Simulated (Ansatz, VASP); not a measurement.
One calculation of MgCd2O3, two programs

Contents of INCAR:

```
SYSTEM = MgCd2O3
PREC = Accurate ; ENCUT = 600
EDIFF = 1E-6 ; ISMEAR = 0
SIGMA = 0.1 ; LREAL = .FALSE.
LASPH = .TRUE. ; NELM = 60
ALGO = Normal ; ISIF = 3
LWAVE = .FALSE. ; LCHARG = .FALSE.
GGA = PE ; IBRION = 2
NSW = 90 ; EDIFFG = -0.04
```

The input KPOINTS:

```
Automatic mesh
0
G
  6 6 2
  0 0 0
```

Contents of POSCAR:

```
MgCd2O3
1.0
    3.5157431900      0.0000000000      0.0000000000
   -1.7578715900      3.0447229100      0.0000000000
    0.0000000000      0.0000000000      8.6117768800
Mg Cd O
1 2 3
Direct
    0.0000000000      0.0000000000      0.5000000000
    0.6666666700      0.3333333300      0.8333333300
    0.3333333300      0.6666666700      0.1666666700
    0.3333333300      0.6666666700      0.6666666700
    0.6666666700      0.3333333300      0.3333333300
    0.0000000000      0.0000000000      0.0000000000
```

Input for Ansatz:

```yaml
crystal:
  lattice:
    - [3.51574319, 0.0, 0.0]
    - [-1.75787159, 3.04472291, 0.0]
    - [0.0, 0.0, 8.61177688]
  atoms:
    - { symbol: Mg, position: [0.0, 0.0, 0.5] }
    - { symbol: Cd, position: [0.66666667, 0.33333333, 0.83333333] }
    - { symbol: Cd, position: [0.33333333, 0.66666667, 0.16666667] }
    - { symbol: O, position: [0.33333333, 0.66666667, 0.66666667] }
    - { symbol: O, position: [0.66666667, 0.33333333, 0.33333333] }
    - { symbol: O, position: [0.0, 0.0, 0.0] }
basis:
  ecutwfc: 420
kpoints:
  mp_grid: { grid: [6, 6, 2] }
hamiltonian:
  xc: pbe
scf:
  occupations: { method: gaussian, width: 0.1 }
  lower_state_search: "off"
output:
  forces: true
  stress: true
  eigenvalues: true
relax:
  adjacent_minimum: "off"
  f_tol: 0.04
  max_steps: 70
  cell: { stress_tol: 0.4 }
```

Alike in both runs: task relaxation of cell and atoms; functional PBE; k mesh 6 × 6 × 2; occupations gaussian, width 0.1 eV; no spin polarisation.

|  | VASP | Ansatz |
| --- | --- | --- |
| version | VASP 6.6.1 | Ansatz 0.2.0 |
| potentials or method | VASP PAW PBE potentials, release 64 (Mg, Cd, O), cutoff 600 eV | scalar-relativistic, plane waves, PAW |
| valence electrons in the cell | 44 | 68 |

|  | VASP | Ansatz | Ansatz less VASP |
| --- | --- | --- | --- |
| gap on the k mesh at the Fermi level, each at its own relaxed structure (eV) | 0.57 | 0.60 | +0.034 |
| relaxed volume (Å³/atom) | 12.28 | 12.24 | -0.045 |
| relaxed cell length with the largest relative difference (Å) | 3.242 | 3.237 | -0.0045 |

VASP's potentials hold 44 valence electrons a cell and Ansatz's 68, so a difference there can come from the potentials and not from the codes.

Noted on VASP's run: the volume moved by over 15 % at a fixed basis, so the end points are rough.
